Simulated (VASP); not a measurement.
Here is a VASP 6.6.1 calculation.

POSCAR

```
SnO
1.0
    3.3550050000      0.0000000000      0.0000000000
    0.0000000000      5.6741040000      0.0000000000
    0.0000000000      0.0000000000      4.2219700000
Sn O
2 2
Direct
    0.0000000000      0.2319090000      0.5131440000
    0.5000000000      0.7680910000      0.0131440000
    0.0000000000      0.8912500000      0.7368570000
    0.5000000000      0.1087500000      0.2368570000
```

Contents of INCAR.step1:

```
PREC     = Accurate       # precision mode
ENCUT    = 520            # plane-wave cutoff, eV
ISMEAR   = 0              # smearing method
SIGMA    = 0.01           # smearing width, eV
LREAL    = F              # projectors in reciprocal space
LASPH    = T              # aspherical terms in the spheres
NELM     = 100            # most SCF steps
NBANDS   = 28             # bands
GGA      = PE             # functional
ALGO     = Normal         # electronic algorithm
EDIFF    = 1E-4           # SCF threshold, eV
LWAVE    = T              # write WAVECAR
LCHARG   = F              # write CHGCAR
```

The input INCAR.step2:

```
PREC     = Accurate       # precision mode
ENCUT    = 520            # plane-wave cutoff, eV
EDIFF    = 1E-6           # SCF threshold, eV
ISMEAR   = 0              # smearing method
SIGMA    = 0.01           # smearing width, eV
LREAL    = F              # projectors in reciprocal space
LASPH    = T              # aspherical terms in the spheres
NELM     = 100            # most SCF steps
ALGO     = Normal         # electronic algorithm
ISIF     = 2              # what is computed and relaxed
LWAVE    = F              # write WAVECAR
LCHARG   = F              # write CHGCAR
METAGGA  = R2SCAN         # meta-GGA
LMIXTAU  = T            
NBANDS   = 28             # bands
ISTART   = 1
```

Contents of KPOINTS:

```
Automatic mesh
0
Gamma
  4 4 4
```

Potentials or basis: VASP PAW PBE potentials, release 64 (Sn_d, O).

Launch:

```console
$ cat potpaw_PBE.64/Sn_d/POTCAR potpaw_PBE.64/O/POTCAR > POTCAR
$ cp INCAR.step1 INCAR
$ mpirun -np 1 vasp_std > vasp.out
$ cp INCAR.step2 INCAR
$ mpirun -np 1 vasp_std > vasp.out
```

**Question.** Predict the pressure.

**Answer.** -2.7 GPa.

**Question.** What does it give for the band gap on the k mesh?

**Answer.** 2.02 eV (least direct gap 2.82 eV).

Forces in eV/Å, atoms in the order of the input:
```
Sn   0.000 -0.480 -0.153
Sn   0.000  0.480 -0.153
O    0.000  0.189  0.153
O    0.000 -0.189  0.153
```

Caveat: the k points lie up to 0.47 Å⁻¹ apart; the PAW data sets were made with another functional, which shifts forces and pressure a little; spin-orbit coupling is left out, which moves the levels of the heavy elements. A k mesh can miss the band edges.
